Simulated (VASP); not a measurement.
The system is BeH2O2.

```
CELL_PARAMETERS angstrom
4.53360 0.00000 0.00000
0.00000 4.62550 0.00000
0.00000 0.00000 7.03840
ATOMIC_POSITIONS crystal
Be 0.03020 0.70770 0.62610
Be 0.46980 0.29230 0.12610
Be 0.53020 0.79230 0.37390
Be 0.96980 0.20770 0.87390
H 0.26700 0.09600 0.59830
H 0.23300 0.90400 0.09830
H 0.76700 0.40400 0.40170
H 0.73300 0.59600 0.90170
H 0.35200 0.43400 0.77800
H 0.14800 0.56600 0.27800
H 0.85200 0.06600 0.22200
H 0.64800 0.93400 0.72200
O 0.19300 0.10400 0.04130
O 0.30700 0.89600 0.54130
O 0.69300 0.39600 0.95870
O 0.80700 0.60400 0.45870
O 0.15200 0.42400 0.72940
O 0.34800 0.57600 0.22940
O 0.65200 0.07600 0.27060
O 0.84800 0.92400 0.77060
```

```yaml
Program: VASP 6.6.1
Task: relaxation of the atoms
Functional: r2SCAN
Potentials_or_basis: VASP PAW PBE potentials, release 64 (Be, H, O)
Cutoff: 520 eV
k_mesh: 5 × 5 × 3
Occupations: fermi-dirac, width 0.02 eV
Spin: no spin polarisation
```

At the start: pressure -2.3 GPa; volume 7.38 Å³/atom.

How do energy, volume and symmetry change on relaxing?

Over 33 steps the energy falls by 31.6 meV/atom; space group P2_12_12_1 (No. 19, to 0.1 Å) before and after.

Step by step:
```
step  energy change (eV)  largest force (eV/Å)  pressure (GPa)
   1              0.0000                1.9935           -2.27
   2              1.6728               10.1402            9.49
   3             -0.2789                0.7648            0.16
   4             -0.2792                0.6929            0.05
   5             -0.4424                0.4257           -0.86
   6             -0.4587                0.4914           -1.24
   7             -0.5248                0.6217           -0.67
   8             -0.5248                0.6160           -0.68
   9             -0.5652                0.2836           -2.04
  10             -0.5654                0.2911           -2.14
  11             -0.5790                0.2403           -2.05
  12             -0.5886                0.2415           -1.90
  13             -0.5984                0.2181           -2.47
  14             -0.5986                0.2307           -2.54
  15             -0.6077                0.1721           -2.38
  16             -0.6151                0.1712           -2.05
  17             -0.6197                0.1140           -1.99
  18             -0.6256                0.0962           -1.77
  19             -0.6273                0.1217           -1.47
  20             -0.6274                0.1360           -1.44
  21             -0.6285                0.0907           -1.42
  22             -0.6296                0.0480           -1.40
  23             -0.6296                0.0379           -1.40
  24             -0.6298                0.0331           -1.41
  25             -0.6302                0.0377           -1.46
  26             -0.6299                0.0986           -1.55
  27             -0.6302                0.0537           -1.48
  28             -0.6304                0.0369           -1.47
  29             -0.6305                0.0375           -1.46
  30             -0.6306                0.0425           -1.43
  31             -0.6308                0.0348           -1.45
  32             -0.6312                0.0252           -1.50
  33             -0.6317                0.0147           -1.59
```

Final structure:
```
Be H O
1.0
     4.53360    0.00000    0.00000
     0.00000    4.62550    0.00000
     0.00000    0.00000    7.03840
Be H O
4 8 8
Cartesian
  0.1642 3.2348 4.4057
  2.1026 1.3907 0.8865
  2.4310 3.7034 2.6327
  4.3694 0.9221 6.1519
  1.2268 0.4412 4.0149
  1.0400 4.1843 0.4957
  3.4936 1.8715 3.0235
  3.3068 2.7540 6.5427
  1.6135 1.9629 5.5068
  0.6533 2.6626 1.9876
  3.8803 0.3499 1.5316
  2.9201 4.2756 5.0508
  0.8323 0.5015 0.3491
  1.4345 4.1240 3.8683
  3.0991 1.8112 6.6893
  3.7013 2.8143 3.1701
  0.7154 1.8850 5.1284
  1.5514 2.7405 1.6092
  2.9822 0.4278 1.9100
  3.8182 4.1977 5.4292
```

Caveat: the PAW data sets were made with another functional, which shifts forces and pressure a little.
